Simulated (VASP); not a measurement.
# AlNi3 (Fm-3m) in VASP: notebook

The runs below take AlNi3 through single point, with LDA.

Everything below comes from runs of VASP 6.6.1. Logs are shortened: lines on timing, memory, paths and dates and some standing lists are left out, and cuts for length are marked.

## 1. The cell of the first run

Symmetry: Fm-3m, No. 225, cubic system. Conventional cell: a = 5.181 Å, b = 5.181 Å, c = 5.181 Å, α = 90.00°, β = 90.00°, γ = 90.00°. Within 3.0 Å of Al (site symmetry m-3m) lie 14 Ni at 2.24 to 2.59 Å. Ni (site symmetry -43m) has 4 Al at 2.24 Å and 10 Ni at 2.24 to 2.59 Å within 3.0 Å. Ni (site symmetry m-3m) has 8 Ni at 2.24 Å and 6 Al at 2.59 Å within 3.0 Å.

## 2. Single point, LDA, collinear spin (8.69 Å³/atom)

Contents of INCAR:

```
PREC = Accurate
ENCUT = 520
EDIFF = 1E-6
ISMEAR = 0
SIGMA = 0.15
LREAL = F
LASPH = T
NELM = 150
ALGO = Fast
ISIF = 2
LWAVE = F
LCHARG = T
ISPIN = 2
MAGMOM = 0 0.125 0.125 0.125
LORBIT = 11
NUPDOWN = 0.375
LMAXMIX = 4
GGA = CA
LELF = T
LVHAR = T
NBANDS = 28
```

Contents of KPOINTS:

```
Automatic mesh
0
Gamma
  14 14 14
```

Contents of POSCAR:

```
AlNi3
1.0
    0.0000000000      2.5905971998      2.5905971998
    2.5905971998      0.0000000000      2.5905971998
    2.5905971998      2.5905971998      0.0000000000
Al Ni
1 3
Direct
    0.5000000000      0.5000000000      0.5000000000
    0.2500000000      0.2500000000      0.2500000000
    0.0000000000      0.0000000000      0.0000000000
    0.7500000000      0.7500000000      0.7500000000
```

Potentials or basis: VASP PAW LDA potentials, release 64 (Al, Ni).

Started as:

```console
cat potpaw_LDA.64/Al/POTCAR potpaw_LDA.64/Ni/POTCAR > POTCAR
mpirun -np 1 vasp_std > vasp.out
```

OUTCAR:

```text
PREC = Accurate
   ENCUT = 520
   EDIFF = 1E-6
   ISMEAR = 0
   LREAL = F
   LASPH = T
   NELM = 150
   ISIF = 2
   ISPIN = 2
   LORBIT = 11
   NUPDOWN = 0.375
   GGA = CA

 ion  position               nearest neighbor table
   1  0.500  0.500  0.500-   2 2.24   4 2.24   2 2.24   2 2.24   2 2.24   4 2.24   4 2.24   4 2.24
                             3 2.59   3 2.59   3 2.59   3 2.59   3 2.59   3 2.59
   2  0.250  0.250  0.250-   1 2.24   3 2.24   3 2.24   3 2.24   3 2.24   1 2.24   1 2.24   1 2.24
                             4 2.59   4 2.59   4 2.59   4 2.59   4 2.59   4 2.59
   3  0.000  0.000  0.000-   2 2.24   4 2.24   4 2.24   4 2.24   4 2.24   2 2.24   2 2.24   2 2.24
                             1 2.59   1 2.59   1 2.59   1 2.59   1 2.59   1 2.59
   4  0.750  0.750  0.750-   1 2.24   3 2.24   1 2.24   1 2.24   1 2.24   3 2.24   3 2.24   3 2.24
                             2 2.59   2 2.59   2 2.59   2 2.59   2 2.59   2 2.59

  LATTYP: Found a face centered cubic cell.
 ALAT       =     5.1811943996

  Lattice vectors:

 A1 = (   0.0000000000,   2.5905971998,   2.5905971998)
 A2 = (   2.5905971998,   0.0000000000,   2.5905971998)
 A3 = (   2.5905971998,   2.5905971998,   0.0000000000)

Analysis of symmetry for initial positions (statically):
=====================================================================
 Subroutine PRICEL returns:
 Original cell was already a primitive cell.

 Routine SETGRP: Setting up the symmetry group for a
 face centered cubic supercell.

 Subroutine GETGRP returns: Found 48 space group operations
 (whereof 48 operations were pure point group operations)
 out of a pool of 48 trial point group operations.

The static configuration has the point symmetry O_h .

Analysis of symmetry for dynamics (positions and initial velocities):
=====================================================================
 Subroutine PRICEL returns:
 Original cell was already a primitive cell.

 Routine SETGRP: Setting up the symmetry group for a
 face centered cubic supercell.

 Subroutine GETGRP returns: Found 48 space group operations
 (whereof 48 operations were pure point group operations)
 out of a pool of 48 trial point group operations.

The dynamic configuration has the point symmetry O_h .

Analysis of structural, dynamic, and magnetic symmetry:
=====================================================================
 Subroutine PRICEL returns:
 Original cell was already a primitive cell.

 Routine SETGRP: Setting up the symmetry group for a
 face centered cubic supercell.

 Subroutine GETGRP returns: Found 48 space group operations
 (whereof 48 operations were pure point group operations)
 out of a pool of 48 trial point group operations.

The overall configuration has the point symmetry O_h .

 Subroutine INISYM returns: Found 48 space group operations
 (whereof 48 operations are pure point group operations),
 and found     1 'primitive' translations

----------------------------------------------------------------------------------------

                                     Primitive cell

  volume of cell :      34.7720

  direct lattice vectors                    reciprocal lattice vectors
     0.000000000  2.590597200  2.590597200    -0.193005690  0.193005690  0.193005690
     2.590597200  0.000000000  2.590597200     0.193005690 -0.193005690  0.193005690
     2.590597200  2.590597200  0.000000000     0.193005690  0.193005690 -0.193005690

  length of vectors
     3.663657695  3.663657695  3.663657695     0.334295661  0.334295661  0.334295661

  position of ions in fractional coordinates (direct lattice)
     0.500000000  0.500000000  0.500000000
     0.250000000  0.250000000  0.250000000
     0.000000000  0.000000000  0.000000000
     0.750000000  0.750000000  0.750000000

  ion indices of the primitive-cell ions
   primitive index   ion index
                 1           1
                 2           2
                 3           3
                 4           4

[... 21 lines left out ...]
 Subroutine IBZKPT returns following result:
 ===========================================

 Found    104 irreducible k-points:

 Following reciprocal coordinates:
            Coordinates               Weight
  0.000000  0.000000  0.000000      1.000000
  0.071429  0.000000  0.000000      8.000000
  0.142857  0.000000  0.000000      8.000000
  0.214286  0.000000  0.000000      8.000000
  0.285714  0.000000  0.000000      8.000000
  0.357143  0.000000  0.000000      8.000000
[... 16 lines left out ...]
  0.214286  0.142857  0.000000     24.000000
  0.285714  0.142857  0.000000     24.000000
 [... further k-points ...]
   k-points           NKPTS =    104   k-points in BZ     NKDIM =    104   number of bands    NBANDS=     28
   number of dos      NEDOS =    301   number of ions     NIONS =      4
   total plane-waves  NPLWV =  21952
   dimension x,y,z NGX =    28 NGY =   28 NGZ =   28
   dimension x,y,z NGXF=    56 NGYF=   56 NGZF=   56
   ions per type =               1   3
   NGX,Y,Z   is equivalent  to a cutoff of  12.71, 12.71, 12.71 a.u.
   NGXF,Y,Z  is equivalent  to a cutoff of  25.41, 25.41, 25.41 a.u.
 SYSTEM =  unknown system
   PREC   = accura    normal or accurate (medium, high low for compatibility)
   ISTART =      0    job   : 0-new  1-cont  2-samecut
   ICHARG =      2    charge: 1-file 2-atom 10-const
   ISPIN  =      2    spin polarized calculation?
   LNONCOLLINEAR =      F non collinear calculations
   LSORBIT =      F    spin-orbit coupling
   LASPH  =      T    aspherical Exc in radial PAW
   ENCUT  =  520.0 eV  38.22 Ry    6.18 a.u.   6.81  6.81  6.81*2*pi/ulx,y,z
   NELM   =    150;   NELMIN=  2; NELMDL= -5     # of ELM steps
   EDIFF  = 0.1E-05   stopping-criterion for ELM
   LREAL  =      F    real-space projection
   EDIFFG = 0.1E-04   stopping-criterion for IOM
   NSW    =      0    number of steps for IOM
   IBRION =     -1    ionic relax: 0-MD 1-quasi-New 2-CG
   NFREE  =      0    steps in history (QN), initial steepest desc. (CG)
   ISIF   =      2    stress and relaxation
   ISYM   =      2    0-nonsym 1-usesym 2-fastsym
   POTIM  = 0.5000    time-step for ionic-motion
   TEBEG  =    0.0;   TEEND  =   0.0 temperature during run
   PSTRESS=    0.0 pullay stress
   NELECT =      33.0000    total number of electrons
   NUPDOWN=       0.3750    fix difference up-down
   EMIN   =  10.00;   EMAX   =-10.00  energy-range for DOS
   EFERMI =   0.00;   METHOD = LEGACY
   ISMEAR =     0;   SIGMA  =   0.15  broadening in eV -4-tet -1-fermi 0-gaus
   EFERMI_NEDOS =   21; number of points for ismear=-14 and -15
   IALGO  =     68    algorithm
   IMIX   =      4    mixing-type and parameters
     AMIX     =   0.40;   BMIX     =  1.00
     AMIX_MAG =   1.60;   BMIX_MAG =  1.00
  volume/ion in A,a.u.               =       8.69        58.66
  Fermi-wavevector in a.u.,A,eV,Ry     =   1.608803  3.040197 35.215248  2.588248
  Thomas-Fermi vector in A             =   2.704614
   LORBIT       =     11    0 simple, 1 ext, 2 COOP (PROOUT), +10 PAW based schemes
   GGA     = CA    functional components
   LHFCALC =     F    Hartree Fock is set to
   AEXX    =    0.0000 exact exchange contribution
   IVDW    =     0    specifies the selected vdW correction
   LEPSILON=     F    determine dielectric tensor
   LRPA    =     F    only Hartree local field effects (RPA)
 spin polarized calculation
 RMM-DIIS sequential band-by-band and
 Gauss-broadening in eV      SIGMA  =   0.15
  energy-cutoff  :      520.00
  volume of cell :       34.77
 maximum number of plane-waves:       960
   NGX = 13   NGY = 13   NGZ = 13

 number of electron      33.0000035 magnetization       0.3750001

 Free energy of the ion-electron system (eV)
  ---------------------------------------------------
  ext. energy  EPLUGINS =         0.00000000
  ---------------------------------------------------
  free energy    TOTEN  =       -24.23611695 eV

  energy without entropy =      -24.21144660  energy(sigma->0) =      -24.22378178

 E-fermi :  13.3005     XC(G=0): -14.4537

 val. band max:       13.5674318037   @ k =  -0.2857   0.4286   0.1429
 cond. band min:      13.3026573383   @ k =  -0.3571   0.2857   0.0000
 fundamental gap:     -0.2647744654
 Fermi energy:        13.5720606547

 spin component 1

 k-point     1 :       0.0000    0.0000    0.0000
  band No.  band energies     occupation
      1       1.4610      1.00000
      2       8.2274      1.00000
      3       8.2274      1.00000
      4       8.6405      1.00000
      5       8.6405      1.00000
      6       8.6405      1.00000
[... 733 lines left out ...]
     27      29.2380      0.00000
     28      30.3812      0.00000

 [... further k-points ...]

 spin component 2

 k-point     1 :       0.0000    0.0000    0.0000
  band No.  band energies     occupation
      1       1.4879      1.00000
      2       8.3022      1.00000
      3       8.3022      1.00000
      4       8.7093      1.00000
      5       8.7093      1.00000
      6       8.7093      1.00000
[... 733 lines left out ...]
     27      29.2825      0.00000
     28      30.4214      0.00000

 [... further k-points ...]

------------------------ aborting loop because EDIFF is reached ----------------------------------------

  FORCE on cell =-STRESS in cart. coord.  units (eV):
  Direction    XX          YY          ZZ          XY          YZ          ZX
  --------------------------------------------------------------------------------------
  -------------------------------------------------------------------------------------
  Total       14.9393441     14.9393441     14.9393441      0.0000000      0.0000000     -0.0000000
  in kB      688.3549556    688.3549556    688.3549556      0.0000000      0.0000000     -0.0000000
  external PRESSURE =     688.3549556 kB  Pullay stress =       0.0000000 kB

 VOLUME and BASIS-vectors are now :
 -----------------------------------------------------------------------------
  energy-cutoff  :      520.00
  volume of cell :       34.77
      direct lattice vectors                 reciprocal lattice vectors
     0.000000000  2.590597200  2.590597200    -0.193005690  0.193005690  0.193005690
     2.590597200  0.000000000  2.590597200     0.193005690 -0.193005690  0.193005690
     2.590597200  2.590597200  0.000000000     0.193005690  0.193005690 -0.193005690

 POSITION                                       TOTAL-FORCE (eV/Angst)
 -----------------------------------------------------------------------------------
      2.59060      2.59060      2.59060         0.000000      0.000000      0.000000
      1.29530      1.29530      1.29530         0.000000      0.000000      0.000000
      0.00000      0.00000      0.00000         0.000000      0.000000      0.000000
      3.88590      3.88590      3.88590        -0.000000     -0.000000     -0.000000
 -----------------------------------------------------------------------------------
    total drift:                                0.000000      0.000000      0.000000

  FREE ENERGIE OF THE ION-ELECTRON SYSTEM (eV)
  ---------------------------------------------------
  free  energy   TOTEN  =       -24.2361169530 eV

  energy  without entropy=      -24.2114466004  energy(sigma->0) =      -24.22378178

 total charge

# of ion       s       p       d       tot
------------------------------------------
    1        0.452   0.545   0.000   0.997
    2        0.603   0.777   8.632  10.012
    3        0.613   0.762   8.596   9.970
    4        0.603   0.777   8.632  10.012
--------------------------------------------------
tot          2.271   2.862  25.860  30.992

 magnetization (x)

# of ion       s       p       d       tot
------------------------------------------
    1       -0.000   0.005   0.000   0.005
    2        0.004   0.007   0.092   0.103
    3        0.002   0.006   0.142   0.150
    4        0.004   0.007   0.092   0.103
--------------------------------------------------
tot          0.009   0.025   0.327   0.361
```

Wall time 99 s (1 thread of Intel Xeon 6975P-C (Granite Rapids), shared host); peak memory 0.25 GiB.

What came out:

| Item | Value |
| --- | --- |
| Free energy | -24.2361 eV |
| Pressure | 68.8 GPa |
| Net moment | 0.38 μB per cell |
| Site moments | Al +0.01; Ni +0.10, +0.15 (each value once) μB |
| Valence electrons inside the program's atomic spheres | Al 1.00; Ni 10.01, 9.97 (each value once) |

Caveat: the cell stands under pressure; the total moment is fixed, so each spin has its own Fermi level.

## 3. Single point, LDA, collinear spin, ferromagnetic start (8.69 Å³/atom)

Contents of INCAR:

```
  ALGO = Fast
  EDIFF = 1E-7
  ENCUT = 520
  GGA = CA
  ISIF = 2
  ISMEAR = 0
  ISPIN = 2
  LASPH = T
  LCHARG = T
  LELF = T
  LMAXMIX = 4
  LORBIT = 11
  LREAL = F
  LVHAR = T
  LWAVE = F
  MAGMOM = 0 0.625 0.625 0.625
  NBANDS = 28
  NELM = 150
  NUPDOWN = 1.875
  PREC = Accurate
  SIGMA = 0.15
```

Contents of KPOINTS:

```
k-points
0
Gamma
  14 14 14
```

POSCAR is that of step 2.

Potentials or basis: VASP PAW LDA potentials, release 64 (Al, Ni).

Started as:

```console
cat potpaw_LDA.64/Al/POTCAR potpaw_LDA.64/Ni/POTCAR > POTCAR
mpirun -np 1 vasp_std > vasp.out
```

Wall time 1.9 min (1 thread of Intel Xeon 6975P-C (Granite Rapids), shared host); peak memory 0.25 GiB.

It converged, with:

| Quantity | Value |
| --- | --- |
| Free energy | -23.6293 eV |
| Pressure | 73.7 GPa |
| Net moment | 1.88 μB per cell |
| Site moments | Al +0.04; Ni +0.55, +0.67 (each value once) μB |
| Valence electrons inside the program's atomic spheres | Al 1.01; Ni 10.01, 9.95 (each value once) |

Caveat: the cell stands under pressure; the total moment is fixed, so each spin has its own Fermi level.

## 4. Single point, LDA, collinear spin, ferromagnetic start (9.33 Å³/atom)

This run uses another cell than the first one, of 9.33 Å³/atom.

Contents of INCAR:

```
SYSTEM = AlNi3
PREC = Accurate
ENCUT = 520
EDIFF = 1E-7
ISMEAR = 0
SIGMA = 0.15
LREAL = .False.
LASPH = .True.
NELM = 150
ALGO = Normal
ISIF = 2
LWAVE = .False.
LCHARG = .False.
ISPIN = 2
MAGMOM = 0 1 1 1
LORBIT = 11
NUPDOWN = 3.0
LMAXMIX = 4
NBANDS = 28
```

Contents of KPOINTS:

```
regular mesh
0
Gamma
  14 14 14
  0 0 0
```

Contents of POSCAR:

```
AlNi3
1.0
    0.0000000000      2.6522942041      2.6522942041
    2.6522942041      0.0000000000      2.6522942041
    2.6522942041      2.6522942041      0.0000000000
Al Ni
1 3
Direct
    0.5000000000      0.5000000000      0.5000000000
    0.2500000000      0.2500000000      0.2500000000
    0.0000000000      0.0000000000      0.0000000000
    0.7500000000      0.7500000000      0.7500000000
```

Started as:

```console
cat potpaw_LDA.64/Al/POTCAR potpaw_LDA.64/Ni/POTCAR > POTCAR
mpirun -np 1 vasp_std > vasp.out
```

It took 94 s on 1 thread of Intel Xeon 6975P-C (Granite Rapids), shared host; peak memory 0.26 GiB.

The run converged. Its results:

| Quantity | Value |
| --- | --- |
| Free energy | -23.5833 eV |
| Pressure | 47.8 GPa |
| Net moment | 3.00 μB per cell |
| Site moments | Al +0.07; Ni +0.88, +1.00 (each value once) μB |
| Valence electrons inside the program's atomic spheres | Al 0.96; Ni 9.80, 9.74 (each value once) |

Caveat: the cell stands under pressure; the total moment is fixed, so each spin has its own Fermi level.

## 5. The runs side by side

```tsv
spin	fixed moment (μB)	cell	pressure (GPa)	moment (μB)
collinear	0.375	a = 3.664 Å, angles 60.0°, 4 atoms	68.8	0.38
collinear, ferromagnetic start	1.875	a = 3.664 Å, angles 60.0°, 4 atoms	73.7	1.88
collinear, ferromagnetic start	3.0	a = 3.751 Å, angles 60.0°, 4 atoms	47.8	3.00
```

Alike in all rows: task single point; level LDA; potentials or basis VASP PAW LDA potentials, release 64 (Al, Ni); k mesh 14 × 14 × 14; cutoff (eV) 520; smearing gaussian 0.15 eV.

Caveats: the cell stands under pressure; the total moment is fixed, so each spin has its own Fermi level.

Absolute energies hang on the potentials; compare differences alone.
